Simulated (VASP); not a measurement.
Runs of VASP 6.6.1 on BiS. The structure is that of space group P6_3/mmc (No. 194), or close to it. The cells are those of the table. 

```csv
task,level,potentials or basis,cell,cutoff (eV),gap on the mesh (eV),pressure (GPa)
single point,PBE,"VASP PAW PBE potentials, release 64 (Bi_d, S)","a = 4.253, b = 4.253, c = 6.938 Å, angles 90.0, 90.0, 120.0°, 4 atoms",500,none,(a)
single point,r2SCAN,"VASP PAW PBE potentials, release 64 (Bi_d, S)","a = 4.253, b = 4.253, c = 6.938 Å, angles 90.0, 90.0, 120.0°, 4 atoms",520,none,-1.0
relaxation of cell and atoms,PBE,"VASP PAW PBE potentials, release 64 (Bi_d, S)","relaxed from a = 4.271, b = 4.271, c = 5.952 Å, angles 90.0, 90.0, 120.0°, 4 atoms",500,none,0.0
single point,LDA,"VASP PAW LDA potentials, release 64 (Bi_d, S)","a = 4.253, b = 4.253, c = 6.938 Å, angles 90.0, 90.0, 120.0°, 4 atoms",520,none,-4.2
single point,revPBE,"VASP PAW PBE potentials, release 64 (Bi_d, S)","a = 4.253, b = 4.253, c = 6.938 Å, angles 90.0, 90.0, 120.0°, 4 atoms",500,none,1.1
```

Alike in all rows: no spin polarisation; k mesh 10 × 10 × 6; smearing gaussian 0.05 eV.

Task: Fill in the values left out.

Result: (a) -0.1.

Caveats: spin-orbit coupling is left out, which moves the levels of the heavy elements; the PAW data sets were made with another functional, which shifts forces and pressure a little (at least some runs); the cell stands under tension (at least some runs).

A k mesh can miss the band edges, and the runs leave out spin-orbit coupling on Bi.

A gap of «none» marks levels without a gap at the run's occupations.
